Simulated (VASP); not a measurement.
# Al (P6_3/mmc) in VASP: a series of runs

Al is run at these levels: PBEsol; tasks: single point.

Everything below comes from runs of VASP 6.6.1. Logs are shortened: lines on timing, memory, paths and dates and some standing lists are left out, and cuts for length are marked.

## Step 1: The cell of the first run

It takes space group P6_3/mmc (No. 194, hexagonal). The conventional cell has a = 3.009 Å, b = 3.009 Å, c = 4.161 Å, α = 90.00°, β = 90.00°, γ = 120.00°. Within 3.6 Å of Al (site symmetry -6m2) lie 12 Al at 2.71 to 3.01 Å.

This isn't the form of Al at room conditions, which is fcc.

## Step 2: Single point, PBEsol

INCAR reads:

```
SYSTEM = Al
  PREC = Accurate
  ENCUT = 520
  EDIFF = 1E-6
  ISMEAR = 0
  SIGMA = 0.15
  LREAL = .False.
  LASPH = .True.
  NELM = 80
  ALGO = Fast
  ISIF = 2
  LWAVE = .False.
  LCHARG = .True.
  GGA = PS
  LELF = .True.
  LVHAR = .True.
  NBANDS = 10
```

KPOINTS reads:

```
Automatic mesh
0
Gamma
  24 24 14
  0 0 0
```

POSCAR reads:

```
Al
1.0
    3.0087248652      0.0000000000      0.0000000000
   -1.5043624326      2.6056321663      0.0000000000
    0.0000000000      0.0000000000      4.1611443035
Al
2
Direct
    0.6666666667      0.3333333333      0.7500000000
    0.3333333333      0.6666666667      0.2500000000
```

Potentials or basis: VASP PAW PBE potentials, release 64 (Al).

Started as:

```console
$ cat potpaw_PBE.64/Al/POTCAR > POTCAR
$ mpirun -np 1 vasp_std > vasp.out
```

OUTCAR:

```text
SYSTEM = Al
   PREC = Accurate
   ENCUT = 520
   EDIFF = 1E-6
   ISMEAR = 0
   LREAL = .False.
   LASPH = .True.
   NELM = 80
   ISIF = 2
   GGA = PS

 ion  position               nearest neighbor table
   1  0.667  0.333  0.750-   2 2.71   2 2.71   2 2.71   2 2.71   2 2.71   2 2.71
   2  0.333  0.667  0.250-   1 2.71   1 2.71   1 2.71   1 2.71   1 2.71   1 2.71

  LATTYP: Found a hexagonal cell.
 ALAT       =     3.0087248652
 C/A-ratio  =     1.3830258631

  Lattice vectors:

 A1 = (   3.0087248652,   0.0000000000,   0.0000000000)
 A2 = (  -1.5043624326,   2.6056321663,   0.0000000000)
 A3 = (   0.0000000000,   0.0000000000,   4.1611443035)

Analysis of symmetry for initial positions (statically):
=====================================================================
 Subroutine PRICEL returns:
 Original cell was already a primitive cell.

 Routine SETGRP: Setting up the symmetry group for a
 hexagonal supercell.

 Subroutine GETGRP returns: Found 24 space group operations
 (whereof 12 operations were pure point group operations)
 out of a pool of 24 trial point group operations.

The static configuration has the point symmetry D_3d.
 The point group associated with its full space group is D_6h.

Analysis of symmetry for dynamics (positions and initial velocities):
=====================================================================
 Subroutine PRICEL returns:
 Original cell was already a primitive cell.

 Routine SETGRP: Setting up the symmetry group for a
 hexagonal supercell.

 Subroutine GETGRP returns: Found 24 space group operations
 (whereof 12 operations were pure point group operations)
 out of a pool of 24 trial point group operations.

The dynamic configuration has the point symmetry D_3d.
 The point group associated with its full space group is D_6h.

 Subroutine INISYM returns: Found 24 space group operations
 (whereof 12 operations are pure point group operations),
 and found     1 'primitive' translations

----------------------------------------------------------------------------------------

                                     Primitive cell

  volume of cell :      32.6218

  direct lattice vectors                    reciprocal lattice vectors
     3.008724865  0.000000000  0.000000000     0.332366715  0.191892012  0.000000000
    -1.504362433  2.605632166  0.000000000     0.000000000  0.383784025  0.000000000
     0.000000000  0.000000000  4.161144304     0.000000000  0.000000000  0.240318510

  length of vectors
     3.008724865  3.008724865  4.161144304     0.383784025  0.383784025  0.240318510

  position of ions in fractional coordinates (direct lattice)
     0.666666667  0.333333333  0.750000000
     0.333333333  0.666666667  0.250000000

  ion indices of the primitive-cell ions
   primitive index   ion index
                 1           1
                 2           2

----------------------------------------------------------------------------------------

 KPOINTS: Automatic mesh

Automatic generation of k-mesh.
 Grid dimensions read from file:
 generate k-points for:   24   24   14

 Generating k-lattice:

  Cartesian coordinates                     Fractional coordinates (reciprocal lattice)
     0.013848613  0.007995501  0.000000000     0.041666667  0.000000000  0.000000000
     0.000000000  0.015991001  0.000000000     0.000000000  0.041666667  0.000000000
     0.000000000  0.000000000  0.017165608     0.000000000  0.000000000  0.071428571

  Length of vectors
     0.015991001  0.015991001  0.017165608

  Shift w.r.t. Gamma in fractional coordinates (k-lattice)
     0.000000000  0.000000000  0.000000000

 Subroutine IBZKPT returns following result:
 ===========================================

 Found    488 irreducible k-points:

 Following reciprocal coordinates:
            Coordinates               Weight
  0.000000  0.000000  0.000000      1.000000
  0.041667  0.000000  0.000000      6.000000
  0.083333  0.000000  0.000000      6.000000
  0.125000  0.000000  0.000000      6.000000
  0.166667  0.000000  0.000000      6.000000
  0.208333  0.000000  0.000000      6.000000
[... 16 lines left out ...]
  0.416667  0.041667  0.000000     12.000000
  0.458333  0.041667  0.000000     12.000000
 [... further k-points ...]
   k-points           NKPTS =    488   k-points in BZ     NKDIM =    488   number of bands    NBANDS=     10
   number of dos      NEDOS =    301   number of ions     NIONS =      2
   total plane-waves  NPLWV =  18432
   dimension x,y,z NGX =    24 NGY =   24 NGZ =   32
   dimension x,y,z NGXF=    48 NGYF=   48 NGZF=   64
   ions per type =               2
   NGX,Y,Z   is equivalent  to a cutoff of  13.26, 13.26, 12.78 a.u.
   NGXF,Y,Z  is equivalent  to a cutoff of  26.52, 26.52, 25.57 a.u.
 SYSTEM =  Al
   PREC   = accura    normal or accurate (medium, high low for compatibility)
   ISTART =      0    job   : 0-new  1-cont  2-samecut
   ICHARG =      2    charge: 1-file 2-atom 10-const
   ISPIN  =      1    spin polarized calculation?
   LNONCOLLINEAR =      F non collinear calculations
   LSORBIT =      F    spin-orbit coupling
   LASPH  =      T    aspherical Exc in radial PAW
   ENCUT  =  520.0 eV  38.22 Ry    6.18 a.u.   5.59  5.59  7.74*2*pi/ulx,y,z
   NELM   =     80;   NELMIN=  2; NELMDL= -5     # of ELM steps
   EDIFF  = 0.1E-05   stopping-criterion for ELM
   LREAL  =      F    real-space projection
   EDIFFG = 0.1E-04   stopping-criterion for IOM
   NSW    =      0    number of steps for IOM
   IBRION =     -1    ionic relax: 0-MD 1-quasi-New 2-CG
   NFREE  =      0    steps in history (QN), initial steepest desc. (CG)
   ISIF   =      2    stress and relaxation
   ISYM   =      2    0-nonsym 1-usesym 2-fastsym
   POTIM  = 0.5000    time-step for ionic-motion
   TEBEG  =    0.0;   TEEND  =   0.0 temperature during run
   PSTRESS=    0.0 pullay stress
   NELECT =       6.0000    total number of electrons
   NUPDOWN=      -1.0000    fix difference up-down
   EMIN   =  10.00;   EMAX   =-10.00  energy-range for DOS
   EFERMI =   0.00;   METHOD = LEGACY
   ISMEAR =     0;   SIGMA  =   0.15  broadening in eV -4-tet -1-fermi 0-gaus
   EFERMI_NEDOS =   21; number of points for ismear=-14 and -15
   IALGO  =     68    algorithm
   IMIX   =      4    mixing-type and parameters
     AMIX     =   0.40;   BMIX     =  1.00
     AMIX_MAG =   1.60;   BMIX_MAG =  1.00
  volume/ion in A,a.u.               =      16.31       110.07
  Fermi-wavevector in a.u.,A,eV,Ry     =   0.931013  1.759360 11.793331  0.866785
  Thomas-Fermi vector in A             =   2.057462
   LORBIT       =      0    0 simple, 1 ext, 2 COOP (PROOUT), +10 PAW based schemes
   GGA     = PS    functional components
   LHFCALC =     F    Hartree Fock is set to
   AEXX    =    0.0000 exact exchange contribution
   IVDW    =     0    specifies the selected vdW correction
   LEPSILON=     F    determine dielectric tensor
   LRPA    =     F    only Hartree local field effects (RPA)
 non-spin polarized calculation
 RMM-DIIS sequential band-by-band and
 Gauss-broadening in eV      SIGMA  =   0.15
  energy-cutoff  :      520.00
  volume of cell :       32.62
 maximum number of plane-waves:       915
 NGX is ok and might be reduce to    24

 number of electron       6.0000000 magnetization

 Free energy of the ion-electron system (eV)
  ---------------------------------------------------
  ext. energy  EPLUGINS =         0.00000000
  ---------------------------------------------------
  free energy    TOTEN  =        -7.98166149 eV

  energy without entropy =       -7.97395310  energy(sigma->0) =       -7.97780729

 E-fermi :   8.0320     XC(G=0): -10.2888

 val. band max:        8.0266166930   @ k =   0.3750   0.2500   0.2143
 cond. band min:       8.0422747230   @ k =   0.2083   0.2083   0.2143
 fundamental gap:      0.0156580300
 Fermi energy:         8.0320416898

 k-point     1 :       0.0000    0.0000    0.0000
  band No.  band energies     occupation
      1      -3.1599      2.00000
      2       4.5521      2.00000
      3       5.8033      2.00000
      4      16.0665      0.00000
      5      16.0665      0.00000
      6      17.0270      0.00000
      7      17.0270      0.00000
      8      19.9019      0.00000
      9      20.1095      0.00000
     10      22.3915      0.00000

 k-point     2 :       0.0417    0.0000    0.0000
  band No.  band energies     occupation
      1      -3.1222      2.00000
      2       4.5864      2.00000
      3       5.8394      2.00000
      4      15.3528      0.00000
      5      15.6514      0.00000
      6      17.0389      0.00000
      7      17.5090      0.00000
      8      20.2250      0.00000
      9      20.5666      0.00000
     10      21.8391      0.00000

 k-point     3 :       0.0833    0.0000    0.0000
  band No.  band energies     occupation
      1      -3.0090      2.00000
      2       4.6892      2.00000
      3       5.9470      2.00000
      4      14.0843      0.00000
      5      15.0196      0.00000
      6      16.6964      0.00000
      7      18.3411      0.00000
      8      20.7107      0.00000
      9      20.8886      0.00000
     10      21.5731      0.00000

 k-point     4 :       0.1250    0.0000    0.0000
  band No.  band energies     occupation
      1      -2.8205      2.00000
      2       4.8606      2.00000
      3       6.1245      2.00000
      4      12.7223      0.00000
      5      14.4150      0.00000
      6      16.1744      0.00000
      7      19.2782      0.00000
      8      19.4587      0.00000
      9      20.8385      0.00000
     10      21.2822      0.00000

 k-point     5 :       0.1667    0.0000    0.0000
  band No.  band energies     occupation
      1      -2.5571      2.00000
      2       5.1004      2.00000
      3       6.3679      2.00000
      4      11.3694      0.00000
      5      13.8660      0.00000
      6      15.6226      0.00000
      7      18.1824      0.00000
      8      19.7747      0.00000
      9      20.2867      0.00000
     10      20.7639      0.00000

 k-point     6 :       0.2083    0.0000    0.0000
  band No.  band energies     occupation
      1      -2.2194      2.00000
      2       5.4084      2.00000
      3       6.6661      2.00000
      4      10.0680      0.00000
      5      13.3789      0.00000
      6      15.0891      0.00000
      7      16.9237      0.00000
      8      18.6633      0.00000
      9      20.2777      0.00000
     10      21.1465      0.00000
[... 183 lines left out ...]
 k-point    21 :       0.3333    0.0417    0.0000
  band No.  band energies     occupation
      1      -0.4333      2.00000
      2       5.6226      2.00000
      3       7.0428      2.00000
      4       8.6064      0.00000
      5      11.5334      0.00000
      6      12.9143      0.00000
      7      13.8867      0.00000
      8      15.4815      0.00000
      9      18.5656      0.00000
     10      19.7701      0.00000

 k-point    22 :       0.3750    0.0417    0.0000
  band No.  band energies     occupation
      1       0.2286      2.00000
      2       4.5918      2.00000
      3       7.6460      1.99973
      4       9.1817      0.00000
      5      11.3247      0.00000
      6      11.9083      0.00000
      7      13.1854      0.00000
      8      15.0067      0.00000
      9      18.3519      0.00000
     10      19.5934      0.00000

 k-point    23 :       0.4167    0.0417    0.0000
  band No.  band energies     occupation
      1       0.9557      2.00000
      2       3.6077      2.00000
      3       8.2955      0.01301
      4       9.8172      0.00000
      5      10.9890      0.00000
      6      11.1700      0.00000
      7      12.4431      0.00000
      8      14.7370      0.00000
      9      18.2092      0.00000
     10      19.4753      0.00000

 k-point    24 :       0.4583    0.0417    0.0000
  band No.  band energies     occupation
      1       1.7211      2.00000
      2       2.7119      2.00000
      3       8.9059      0.00000
      4      10.2434      0.00000
      5      10.4262      0.00000
      6      11.0185      0.00000
      7      11.8429      0.00000
      8      14.6153      0.00000
      9      18.1377      0.00000
     10      19.4162      0.00000

 [... further k-points ...]

------------------------ aborting loop because EDIFF is reached ----------------------------------------

  FORCE on cell =-STRESS in cart. coord.  units (eV):
  Direction    XX          YY          ZZ          XY          YZ          ZX
  --------------------------------------------------------------------------------------
  -------------------------------------------------------------------------------------
  Total       -0.2576076     -0.2576076      2.1543682      0.0000000     -0.0000000      0.0000000
  in kB      -12.6520493    -12.6520493    105.8088907      0.0000000     -0.0000000      0.0000000
  external PRESSURE =      26.8349307 kB  Pullay stress =       0.0000000 kB

 VOLUME and BASIS-vectors are now :
 -----------------------------------------------------------------------------
  energy-cutoff  :      520.00
  volume of cell :       32.62
      direct lattice vectors                 reciprocal lattice vectors
     3.008724865  0.000000000  0.000000000     0.332366715  0.191892012  0.000000000
    -1.504362433  2.605632166  0.000000000     0.000000000  0.383784025  0.000000000
     0.000000000  0.000000000  4.161144304     0.000000000  0.000000000  0.240318510

 POSITION                                       TOTAL-FORCE (eV/Angst)
 -----------------------------------------------------------------------------------
      1.50436      0.86854      3.12086        -0.000000      0.000000      0.000000
     -0.00000      1.73709      1.04029         0.000000     -0.000000      0.000000
 -----------------------------------------------------------------------------------
    total drift:                                0.000000     -0.000000     -0.000000

  FREE ENERGIE OF THE ION-ELECTRON SYSTEM (eV)
  ---------------------------------------------------
  free  energy   TOTEN  =        -7.9816614877 eV

  energy  without entropy=       -7.9739531020  energy(sigma->0) =       -7.97780729
```

Wall time 2 min (1 thread of Intel Xeon 8259CL, shared host); peak memory 0.24 GiB.

Results:

```yaml
Free_energy: -7.9817 eV
Pressure: 2.7 GPa
Band_gap_on_the_k_mesh: zero (bands 3 and 4 overlap by 10.33 eV)
```

Caveat: the stress differs along the axes, from -1 to 11 GPa; the PAW data sets were made with another functional, which shifts forces and pressure a little.

## Step 3: Single point, PBEsol

This run uses another cell than the first one, of the same volume but with other edges.

INCAR reads:

```
SYSTEM = Al
  PREC = Accurate
  ENCUT = 520
  EDIFF = 1E-6
  ISMEAR = 0
  SIGMA = 0.15
  LREAL = .FALSE.
  LASPH = .TRUE.
  NELM = 100
  ALGO = Fast
  ISIF = 2
  LWAVE = .FALSE.
  LCHARG = .TRUE.
  GGA = PS
  LELF = .TRUE.
  LVHAR = .TRUE.
  NBANDS = 10
```

KPOINTS reads:

```
Automatic mesh
0
G
  24 24 14
  0 0 0
```

POSCAR reads:

```
Al
1.0
    2.6820180836      0.0000000000      0.0000000000
   -1.3410090418      2.3226957938      0.0000000000
    0.0000000000      0.0000000000      5.2366593527
Al
2
Direct
    0.6666666667      0.3333333333      0.7500000000
    0.3333333333      0.6666666667      0.2500000000
```

Potentials or basis: VASP PAW PBE potentials, release 64 (Al).

Started as:

```console
$ cat potpaw_PBE.64/Al/POTCAR > POTCAR
$ mpirun -np 1 vasp_std > vasp.out
```

OUTCAR:

```text
SYSTEM = Al
   PREC = Accurate
   ENCUT = 520
   EDIFF = 1E-6
   ISMEAR = 0
   LREAL = .FALSE.
   LASPH = .TRUE.
   NELM = 100
   ISIF = 2
   GGA = PS

 ion  position               nearest neighbor table
   1  0.667  0.333  0.750-   2 3.04   2 3.04   2 3.04   2 3.04   2 3.04   2 3.04
   2  0.333  0.667  0.250-   1 3.04   1 3.04   1 3.04   1 3.04   1 3.04   1 3.04

  LATTYP: Found a hexagonal cell.
 ALAT       =     2.6820180836
 C/A-ratio  =     1.9525071008

  Lattice vectors:

[... 504 lines left out ...]

  FORCE on cell =-STRESS in cart. coord.  units (eV):
  Direction    XX          YY          ZZ          XY          YZ          ZX
  --------------------------------------------------------------------------------------
  -------------------------------------------------------------------------------------
  Total        1.6007478      1.6007478     -1.1388495      0.0000000     -0.0000000      0.0000000
  in kB       78.6185672     78.6185672    -55.9330553      0.0000000     -0.0000000      0.0000000
  external PRESSURE =      33.7680264 kB  Pullay stress =       0.0000000 kB

 VOLUME and BASIS-vectors are now :
 -----------------------------------------------------------------------------
  energy-cutoff  :      520.00
  volume of cell :       32.62
      direct lattice vectors                 reciprocal lattice vectors
     2.682018084  0.000000000  0.000000000     0.372853564  0.215267105  0.000000000
    -1.341009042  2.322695794  0.000000000     0.000000000  0.430534211  0.000000000
     0.000000000  0.000000000  5.236659353     0.000000000  0.000000000  0.190961438

 POSITION                                       TOTAL-FORCE (eV/Angst)
 -----------------------------------------------------------------------------------
      1.34101      0.77423      3.92749         0.000000     -0.000000      0.000000
     -0.00000      1.54846      1.30916        -0.000000      0.000000      0.000000
 -----------------------------------------------------------------------------------
    total drift:                                0.000000     -0.000000      0.000000

  FREE ENERGIE OF THE ION-ELECTRON SYSTEM (eV)
  ---------------------------------------------------
  free  energy   TOTEN  =        -7.9790844510 eV

  energy  without entropy=       -7.9704571510  energy(sigma->0) =       -7.97477080
```

stdout:

```text
POSCAR found type information on POSCAR Al
 POSCAR found :  1 types and       2 ions
 scaLAPACK will be used
 -----------------------------------------------------------------------------
|                                                                             |
|                                                                             |
|     You enforced a specific xc type in the INCAR file but a different       |
|     I HOPE YOU KNOW WHAT YOU ARE DOING!                                     |
|                                                                             |
 -----------------------------------------------------------------------------

 LDA part: xc-table for (Slater+PW92), standard interpolation
 POSCAR, INCAR and KPOINTS ok, starting setup
 FFT: planning ... GRIDC
 FFT: planning ... GRID_SOFT
 FFT: planning ... GRID
 WAVECAR not read
 entering main loop
```

It took 2.9 min on 1 thread of Intel Xeon 8259CL, shared host; peak memory 0.24 GiB.

Results:

| Quantity | Value |
| --- | --- |
| Free energy | -7.9791 eV |
| Pressure | 3.4 GPa |
| Band gap on the k mesh | zero (bands 3 and 4 overlap by 5.51 eV) |

Levels at points of the mesh, in eV from the Fermi level:
```tsv
k point	band 1	band 2	band 3	band 4	band 5	band 6
(0.00, 0.00, 0.00)	-11.18	-6.42	-5.33	8.86	9.01	13.34
(0.50, 0.00, 0.00)	-4.62	-4.46	-0.24	0.70	0.84	1.47
(0.00, 0.00, 0.50)	-9.85	-9.85	0.52	0.52	13.99	13.99
(0.50, 0.00, 0.50)	-3.68	-3.68	-2.71	-2.71	6.61	6.61
```

Caveat: the stress differs along the axes, from -6 to 8 GPa; the PAW data sets were made with another functional, which shifts forces and pressure a little.

(Part 1 of 2 ends here.)

The gap in the log of VASP goes by the Fermi energy; the results here count the filled bands.